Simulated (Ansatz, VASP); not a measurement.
# Ca in VASP and in Ansatz

Contents of INCAR:

```
ALGO = Normal
EDIFF = 1E-6
ENCUT = 520
GGA = RE
ISIF = 2
ISMEAR = -1
LASPH = T
LCHARG = F
LREAL = F
LWAVE = F
NBANDS = 11
NELM = 100
PREC = Accurate
SIGMA = 0.1
```

Contents of KPOINTS:

```
k-points
0
Gamma
  16 16 16
```

Contents of POSCAR:

```
Ca
1.0
    0.0000000000      2.9083180956      2.9083180956
    2.9083180956      0.0000000000      2.9083180956
    2.9083180956      2.9083180956      0.0000000000
Ca
1
Direct
    0.0000000000      0.0000000000      0.0000000000
```

Input for Ansatz:

```yaml
crystal:
  lattice:
    - [0.0, 2.9083180956, 2.9083180956]
    - [2.9083180956, 0.0, 2.9083180956]
    - [2.9083180956, 2.9083180956, 0.0]
  atoms:
    - { symbol: Ca, position: [0.0, 0.0, 0.0] }
hamiltonian:
  xc: revpbe
  pseudopotentials:
    kind: paw
    azcp:
      Ca: "pseudopotentials/Ca.paw.azcp"
basis:
  ecutwfc: 420
  fft_grid_basis: typed
kpoints:
  mp_grid: { grid: [16, 16, 16], shift: [0, 0, 0] }
magnetization:
  spin_polarized: false
scf:
  occupations: { method: fermi_dirac, width: 0.1 }
output:
  stress: true
```

Alike in both runs: task single point; functional revPBE; k mesh 16 × 16 × 16; occupations fermi-dirac, width 0.1 eV; no spin polarisation.

|  | VASP | Ansatz |
| --- | --- | --- |
| version | VASP 6.6.1 | Ansatz 0.2.0 |
| potentials or method | VASP PAW PBE potentials, release 64 (Ca_sv), cutoff 520 eV | plane waves (420 eV) with PAW, scalar-relativistic |
| valence electrons in the cell | 10 | 10 |

```tsv
	VASP	Ansatz	Ansatz less VASP
pressure (GPa)	-1.5	-1.5	+0.01
```

VASP's potentials were made for PBE, not for revPBE. The functional is the same, so the differences come from potentials, cutoffs and numerics.
